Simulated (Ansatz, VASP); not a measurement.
# ZnO: VASP beside Ansatz

Contents of INCAR:

```
SYSTEM = ZnO
PREC = Accurate
ENCUT = 600
EDIFF = 1E-7
ISMEAR = -1
SIGMA = 0.05
LREAL = .False.
LASPH = .True.
NELM = 80
ALGO = Normal
ISIF = 3
LWAVE = .False.
LCHARG = .False.
GGA = B5
ALDAX = 1.0
AGGAX = 1.0
AGGAC = 1.0
ALDAC = 0.0
IBRION = 2
NSW = 60
EDIFFG = -0.01
```

File KPOINTS:

```
regular mesh
0
Gamma
  9 9 5
  0 0 0
```

Contents of POSCAR:

```
ZnO
1.0
    3.2493080000      0.0000000000      0.0000000000
   -1.6246540000      2.8139832727      0.0000000000
    0.0000000000      0.0000000000      5.2057090000
Zn O
2 2
Direct
    0.6666666667      0.3333333333      0.0000000000
    0.3333333333      0.6666666667      0.5000000000
    0.3333333333      0.6666666667      0.8790100000
    0.6666666667      0.3333333333      0.3790100000
```

File input.yaml:

```yaml
crystal:
  lattice:
    - [3.249308, 0.0, 0.0]
    - [-1.624654, 2.8139832727, 0.0]
    - [0.0, 0.0, 5.205709]
  atoms:
    - { symbol: Zn, position: [0.6666666667, 0.3333333333, 0.0] }
    - { symbol: Zn, position: [0.3333333333, 0.6666666667, 0.5] }
    - { symbol: O, position: [0.3333333333, 0.6666666667, 0.87901] }
    - { symbol: O, position: [0.6666666667, 0.3333333333, 0.37901] }
hamiltonian:
  xc: blyp
  pseudopotentials: { kind: paw }
kpoints:
  mp_grid: { grid: [9, 9, 5] }
scf:
  occupations: { method: fermi_dirac, width: 0.05 }
output:
  forces: true
  stress: true
  write_density: true
  write_potential: true
  elf: true
  volumetric_format: npy
relax:
  f_tol: 0.01
  max_steps: 40
  cell: { stress_tol: 0.05 }
```

Alike in both runs: task relaxation of cell and atoms; functional BLYP; k mesh 9 × 9 × 5; occupations fermi-dirac, width 0.05 eV; no spin polarisation.

```csv
,VASP,Ansatz
version,VASP 6.6.1,Ansatz 0.2.0
potentials or method,"VASP PAW PBE potentials, release 64 (Zn, O)",Ansatz PAW
plane-wave cutoff (eV),600,420
valence electrons in the cell,36,36
```

```csv
,VASP,Ansatz,Ansatz less VASP
"gap on the k mesh at the Fermi level, each at its own relaxed structure (eV)",0.82,0.82,+0.004
relaxed volume (Å³/atom),12.81,12.74,-0.073
relaxed cell length with the largest relative difference (Å),3.320,3.313,-0.0067
```

VASP's potentials were made for PBE, not for BLYP.

Noted on Ansatz's run: odd divisions of the mesh miss points on the zone boundary, where band edges often lie, so the gap on the mesh can be too wide; the plane-wave basis is chosen anew once the cell has moved, so the energies of steps on either side of that aren't comparable.
